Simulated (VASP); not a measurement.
Cu:

```xyz
2
Lattice="2.5253 0.0000 0.0000 0.0000 2.6569 0.0000 -0.3127 0.0000 3.5093" Properties=species:S:1:pos:R:3 pbc="T T T"
Cu    1.8874    1.9927    2.7301
Cu    0.3252    0.6642    0.7792
```

* Program: VASP 6.6.1
* Task: relaxation of cell and atoms
* Functional: PBE
* Potentials or basis: VASP PAW PBE potentials, release 64 (Cu)
* Cutoff: 600 eV
* k mesh: 6 × 6 × 6
* Occupations: gaussian, width 0.1 eV
* Spin: no spin polarisation

At the start: pressure 19.3 GPa; volume 11.77 Å³/atom.

Problem. Where does the relaxation end?

Solution. Over 18 steps the energy falls by 385.6 meV/atom and the volume is 12.04 Å³/atom (+2.2 %); space group P2_1/m (No. 11, to 0.1 Å) before, Fm-3m (No. 225, to 0.1 Å).

The path:
```csv
step,energy change (eV),largest force (eV/Å),pressure (GPa),volume (Å³)
1,0.0000,3.7445,19.30,23.55
2,-0.4232,0.5503,-12.57,28.59
3,-0.5635,0.6090,-6.83,26.36
4,-0.5638,0.6284,-6.46,26.30
5,-0.5638,0.6471,-6.23,26.24
6,-0.6479,0.6363,-0.85,24.77
7,-0.6629,0.7152,6.16,23.45
8,-0.6662,0.6830,3.90,23.83
9,-0.7274,0.4438,2.30,23.80
10,-0.7515,0.1928,2.80,23.69
11,-0.7581,0.1958,2.95,23.73
12,-0.7649,0.0530,-2.52,24.60
13,-0.7666,0.0990,-2.21,24.30
14,-0.7663,0.1162,-0.70,24.21
15,-0.7665,0.0998,-0.73,24.25
16,-0.7665,0.0968,-1.36,24.28
17,-0.7710,0.0200,-0.06,24.12
18,-0.7713,0.0224,0.00,24.07
```

Final structure:
```xyz
2
Lattice="2.5335 0.0000 0.1057 0.0000 2.5438 0.0000 -0.1631 0.0000 3.7286" Properties=species:S:1:pos:R:3 pbc="T T T"
Cu    1.7808    1.9078    2.8771
Cu    0.5896    0.6359    0.9573
```

Caveat: the k points lie up to 0.41 Å⁻¹ apart in the final cell, too coarse for converged energies and pressures of a metal.
